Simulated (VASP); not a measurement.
# MgO (Fmm2) in VASP: relaxation of cell and atoms with PBE

Aim: the relaxation of cell and atoms of MgO with PBE.

All numbers are computed with VASP 6.6.1; they aren't measurements. Logs are shortened: lines on timing, memory, paths and dates and some standing lists are left out, and cuts for length are marked.

**1. The cell of the first run**

The structure is orthorhombic, space group Fmm2 (No. 42). The conventional cell has a = 4.076 Å, b = 7.108 Å, c = 5.909 Å, α = 90.00°, β = 90.00°, γ = 90.00°. Within 2.7 Å of Mg (site symmetry m) lie 2 Mg at 2.04 Å and 4 O at 2.04 to 2.35 Å. O (site symmetry m) has 1 O at 1.36 Å within 1.8 Å.

The cell was generated, and may not be a known phase.

**2. Relaxation of cell and atoms, PBE**

INCAR

```
SYSTEM = MgO
PREC = Accurate
ENCUT = 1340
EDIFF = 1E-7
ISMEAR = 0
SIGMA = 0.1
LREAL = .FALSE.
LASPH = .TRUE.
NELM = 120
ALGO = Normal
ISIF = 3
LWAVE = .FALSE.
LCHARG = .FALSE.
GGA = PE
IBRION = 2
NSW = 90
EDIFFG = -0.04
GGA_COMPAT = .FALSE.
NELMIN = 4
```

KPOINTS

```
Automatic mesh
0
G
  6 6 6
  0 0 0
```

POSCAR

```
MgO
1.0
    0.0000000000      3.5539112877      2.9547124076
    2.0379140627      0.0000000000      2.9547124076
    2.0379140627      3.5539112877      0.0000000000
Mg O
2 2
Direct
    0.2079371506      0.7079371506      0.2920628494
    0.7079371506      0.2079371506      0.7920628494
    0.1666666667      0.5000000000      0.8333333333
    0.5000000000      0.1666666667      0.5000000000
```

Potentials or basis: VASP PAW PBE potentials, release 64 (Mg_sv, O_h).

The run is started by

```console
$ cat potpaw_PBE.64/Mg_sv/POTCAR potpaw_PBE.64/O_h/POTCAR > POTCAR
$ mpirun -np 1 vasp_std > vasp.out
```

OUTCAR:

```text
SYSTEM = MgO
   PREC = Accurate
   ENCUT = 1340
   EDIFF = 1E-7
   ISMEAR = 0
   LREAL = .FALSE.
   LASPH = .TRUE.
   NELM = 120
   ISIF = 3
   GGA = PE
   IBRION = 2
   NSW = 90
   EDIFFG = -0.04
   NELMIN = 4

 ion  position               nearest neighbor table
   1  0.208  0.708  0.292-   2 2.04   2 2.04
   2  0.708  0.208  0.792-   1 2.04   1 2.04
   3  0.167  0.500  0.833-   4 1.36
   4  0.500  0.167  0.500-   3 1.36

  LATTYP: Found a face centered orthorhombic cell.
 ALAT       =     4.0758281254
 B/A-ratio  =     1.4498709547
 C/A-ratio  =     1.7438965424

  Lattice vectors:

 A1 = (   0.0000000000,   3.5539112877,   2.9547124076)
 A2 = (  -2.0379140627,   3.5539112877,   0.0000000000)
 A3 = (  -2.0379140627,   0.0000000000,   2.9547124076)

Analysis of symmetry for initial positions (statically):
=====================================================================
 Subroutine PRICEL returns:
 Original cell was already a primitive cell.

 Routine SETGRP: Setting up the symmetry group for a
 face centered orthorhombic supercell.

 Subroutine GETGRP returns: Found  4 space group operations
 (whereof  4 operations were pure point group operations)
 out of a pool of  8 trial point group operations.

The static configuration has the point symmetry C_2v.

Analysis of symmetry for dynamics (positions and initial velocities):
=====================================================================
 Subroutine PRICEL returns:
 Original cell was already a primitive cell.

 Routine SETGRP: Setting up the symmetry group for a
 face centered orthorhombic supercell.

 Subroutine GETGRP returns: Found  4 space group operations
 (whereof  4 operations were pure point group operations)
 out of a pool of  8 trial point group operations.

The dynamic configuration has the point symmetry C_2v.

 Subroutine INISYM returns: Found  4 space group operations
 (whereof  4 operations are pure point group operations),
 and found     1 'primitive' translations

----------------------------------------------------------------------------------------

                                     Primitive cell

  volume of cell :      42.7994

  direct lattice vectors                    reciprocal lattice vectors
     0.000000000  3.553911288  2.954712408    -0.245348913  0.140690062  0.169221207
     2.037914063  0.000000000  2.954712408     0.245348913 -0.140690062  0.169221207
     2.037914063  3.553911288  0.000000000     0.245348913  0.140690062 -0.169221207
[... 81 lines left out ...]
   ICHARG =      2    charge: 1-file 2-atom 10-const
   ISPIN  =      1    spin polarized calculation?
   LNONCOLLINEAR =      F non collinear calculations
   LSORBIT =      F    spin-orbit coupling
   LASPH  =      T    aspherical Exc in radial PAW
   ENCUT  = 1340.0 eV  98.49 Ry    9.92 a.u.  13.79 10.71 12.23*2*pi/ulx,y,z
   NELM   =    120;   NELMIN=  4; NELMDL= -5     # of ELM steps
   EDIFF  = 0.1E-06   stopping-criterion for ELM
   LREAL  =      F    real-space projection
   EDIFFG = -.4E-01   stopping-criterion for IOM
   NSW    =     90    number of steps for IOM
   IBRION =      2    ionic relax: 0-MD 1-quasi-New 2-CG
   NFREE  =      1    steps in history (QN), initial steepest desc. (CG)
   ISIF   =      3    stress and relaxation
   ISYM   =      2    0-nonsym 1-usesym 2-fastsym
   POTIM  = 0.5000    time-step for ionic-motion
   TEBEG  =    0.0;   TEEND  =   0.0 temperature during run
   PSTRESS=    0.0 pullay stress
   NELECT =      32.0000    total number of electrons
   NUPDOWN=      -1.0000    fix difference up-down
   EMIN   =  10.00;   EMAX   =-10.00  energy-range for DOS
   EFERMI =   0.00;   METHOD = LEGACY
   ISMEAR =     0;   SIGMA  =   0.10  broadening in eV -4-tet -1-fermi 0-gaus
   EFERMI_NEDOS =   21; number of points for ismear=-14 and -15
   IALGO  =     38    algorithm
   IMIX   =      4    mixing-type and parameters
     AMIX     =   0.40;   BMIX     =  1.00
     AMIX_MAG =   1.60;   BMIX_MAG =  1.00
  volume/ion in A,a.u.               =      10.70        72.21
  Fermi-wavevector in a.u.,A,eV,Ry     =   1.485864  2.807875 30.038814  2.207791
  Thomas-Fermi vector in A             =   2.599222
   LORBIT       =      0    0 simple, 1 ext, 2 COOP (PROOUT), +10 PAW based schemes
   GGA     = PE    functional components
   LHFCALC =     F    Hartree Fock is set to
   AEXX    =    0.0000 exact exchange contribution
   IVDW    =     0    specifies the selected vdW correction
   LEPSILON=     F    determine dielectric tensor
   LRPA    =     F    only Hartree local field effects (RPA)
 conjugate gradient relaxation of ions
 non-spin polarized calculation
 Gauss-broadening in eV      SIGMA  =   0.10
  energy-cutoff  :     1340.00
  volume of cell :       42.80
 maximum number of plane-waves:      4786
   NGX = 27   NGY = 21   NGZ = 25

--------------------------------------- Ionic step        1  -------------------------------------------

 number of electron      32.0000000 magnetization

 Free energy of the ion-electron system (eV)
  ---------------------------------------------------
  ext. energy  EPLUGINS =         0.00000000
  ---------------------------------------------------
  free energy    TOTEN  =       -10.64678997 eV

  energy without entropy =      -10.64411460  energy(sigma->0) =      -10.64545228

------------------------ aborting loop because EDIFF is reached ----------------------------------------

  FORCE on cell =-STRESS in cart. coord.  units (eV):
  Direction    XX          YY          ZZ          XY          YZ          ZX
  --------------------------------------------------------------------------------------
  -------------------------------------------------------------------------------------
  Total       29.8867383      5.1340048      3.0741182      0.0000000      0.0000000      0.0000000
  in kB     1118.7973854    192.1892947    115.0783122      0.0000000      0.0000000      0.0000000
  external PRESSURE =     475.3549974 kB  Pullay stress =       0.0000000 kB
[... 1218 lines left out ...]
     19      11.6429      0.00000
     20      12.3823      0.00000

 [... further k-points ...]

[... ionic steps 4 to 23 ...]

--------------------------------------- Ionic step       24  -------------------------------------------

 number of electron      31.9999999 magnetization

------------------------ aborting loop because EDIFF is reached ----------------------------------------
[... 71 lines left out ...]
--------------------------------------- Ionic step       26  -------------------------------------------

 number of electron      31.9999999 magnetization

 Free energy of the ion-electron system (eV)
  ---------------------------------------------------
  ext. energy  EPLUGINS =         0.00000000
  ---------------------------------------------------
  free energy    TOTEN  =       -21.99906852 eV

  energy without entropy =      -21.99906852  energy(sigma->0) =      -21.99906852

 E-fermi :   0.8877     XC(G=0):  -8.4795

 val. band max:        0.3154302383   @ k =   0.5000   0.5000   0.0000
 cond. band min:       2.1708128488   @ k =   0.0000   0.0000   0.0000
 fundamental gap:      1.8553826105
 Fermi energy:         0.8876563858
[... 583 lines left out ...]
  FREE ENERGIE OF THE ION-ELECTRON SYSTEM (eV)
  ---------------------------------------------------
  free  energy   TOTEN  =       -21.9990685241 eV

  energy  without entropy=      -21.9990685241  energy(sigma->0) =      -21.99906852

 reached required accuracy - stopping structural energy minimisation
```

CONTCAR:

```text
MgO
   1.00000000000000
     0.0000000000000000    2.8320042655259874    3.8724653346022451
     2.8067151201020386    0.0000000000000000    3.8724653346022451
     2.8067151201020386    2.8320042655259874    0.0000000000000000
  Mg              O
     2     2
Direct
     0.1456101779749333    0.6458765935299359    0.3541234064700639
     0.6458765935299359    0.1456101779749333    0.8543898220250669
     0.1455937292865012    0.6454604671086380    0.8544062707134988
     0.6454604671086380    0.1455937292865012    0.3545395328913618

  0.00000000E+00  0.00000000E+00  0.00000000E+00
  0.00000000E+00  0.00000000E+00  0.00000000E+00
  0.00000000E+00  0.00000000E+00  0.00000000E+00
  0.00000000E+00  0.00000000E+00  0.00000000E+00
```

Wall time 33 min (1 thread of Intel Xeon 6975P-C (Granite Rapids), shared host); peak memory 0.5 GiB.

Results:

```yaml
Free_energy: -21.9991 eV
Relaxed_volume: 15.39 Å³/atom
Relaxed_cell: a = 4.798 Å, b = 4.783 Å, c = 3.987 Å, α = 65.60°, β = 65.21°, γ = 49.19°
Space_group_after_relaxing_to_0.1_Å: P4/mmm (No. 123)
Energy_gained_by_relaxing: 2838.1 meV/atom
Ionic_steps: 26
Pressure_after_relaxing: -0.1 GPa
Largest_force_after_relaxing: 0.012 eV/Å
Band_gap_on_the_k_mesh: 1.86 eV (least direct gap 2.20 eV)
```

Forces on the atoms (eV/Å):
```
Mg   0.000  0.011 -0.005
Mg   0.000 -0.011 -0.005
O    0.001  0.000  0.005
O   -0.001  0.000  0.005
```

The path:
| step | energy change (eV) | largest force (eV/Å) | pressure (GPa) | volume (Å³) |
| --- | --- | --- | --- | --- |
| 1 | 0.0000 | 5.0129 | 47.54 | 42.80 |
| 2 | -5.4633 | 1.2558 | -17.11 | 64.12 |
| 3 | -5.4667 | 1.2989 | -16.72 | 63.64 |
| 4 | -8.0148 | 1.2008 | -22.24 | 59.40 |
| 5 | -8.4924 | 1.1095 | -23.26 | 61.20 |
| 6 | -8.4364 | 1.0783 | -23.17 | 61.72 |
| 7 | -10.1107 | 1.2672 | 13.53 | 44.52 |
| 8 | -10.3568 | 1.1573 | -1.31 | 48.08 |
| 9 | -10.5556 | 0.6525 | 3.23 | 47.04 |
| 10 | -10.5558 | 0.6388 | 3.41 | 47.00 |
| 11 | -10.6766 | 0.6118 | 2.01 | 48.17 |
| 12 | -10.7854 | 0.8244 | -1.22 | 50.55 |
| 13 | -10.8565 | 0.8179 | -0.79 | 51.01 |
| 14 | -11.0287 | 0.7818 | 0.00 | 52.38 |
| 15 | -11.0708 | 0.8808 | -1.27 | 55.09 |
| 16 | -11.1135 | 0.7744 | -0.24 | 53.87 |
| 17 | -11.1900 | 0.4683 | 1.87 | 53.82 |
| 18 | -11.2139 | 0.3063 | 4.28 | 53.75 |
| 19 | -11.2611 | 0.3038 | 2.58 | 55.32 |
| 20 | -11.3056 | 0.5027 | -0.78 | 58.99 |
| 21 | -11.3383 | 0.2461 | 0.24 | 59.82 |
| 22 | -11.3406 | 0.2428 | 0.65 | 60.12 |
| 23 | -11.3488 | 0.1839 | 0.29 | 60.83 |
| 24 | -11.3511 | 0.1331 | -0.01 | 61.46 |
| 25 | -11.3522 | 0.0413 | -0.06 | 61.59 |
| 26 | -11.3523 | 0.0119 | -0.06 | 61.56 |

Final structure:
```yaml
crystal:
  lattice:
    - [0.00000, 2.83200, 3.87247]
    - [2.80672, 0.00000, 3.87247]
    - [2.80672, 2.83200, 0.00000]
  atoms:
    - { symbol: Mg, position: [0.14561, 0.64588, 0.35412] }
    - { symbol: Mg, position: [0.64588, 0.14561, 0.85439] }
    - { symbol: O, position: [0.14559, 0.64546, 0.85441] }
    - { symbol: O, position: [0.64546, 0.14559, 0.35454] }
```

Levels at points of the mesh, in eV from the valence-band top:
| k point | band 14 | band 15 | band 16 | band 17 | band 18 | band 19 |
| --- | --- | --- | --- | --- | --- | --- |
| (0.00, 0.00, 0.00) | -0.48 | -0.36 | -0.35 | 1.86 | 9.33 | 9.37 |
| (0.50, 0.00, 0.00) | -1.85 | -1.17 | -1.17 | 5.29 | 5.29 | 10.35 |
| (0.50, 0.50, 0.00) | -0.45 | -0.32 | 0.00 | 5.50 | 6.55 | 7.33 |
| (0.50, 0.00, 0.50) | -0.69 | -0.45 | -0.35 | 5.05 | 6.52 | 7.25 |
| (0.00, 0.50, 0.50) | -0.66 | -0.46 | -0.33 | 4.94 | 6.61 | 7.23 |

Caveat: the volume moved by over 15 % at a fixed basis, so the end points are rough. A k mesh can miss the band edges.
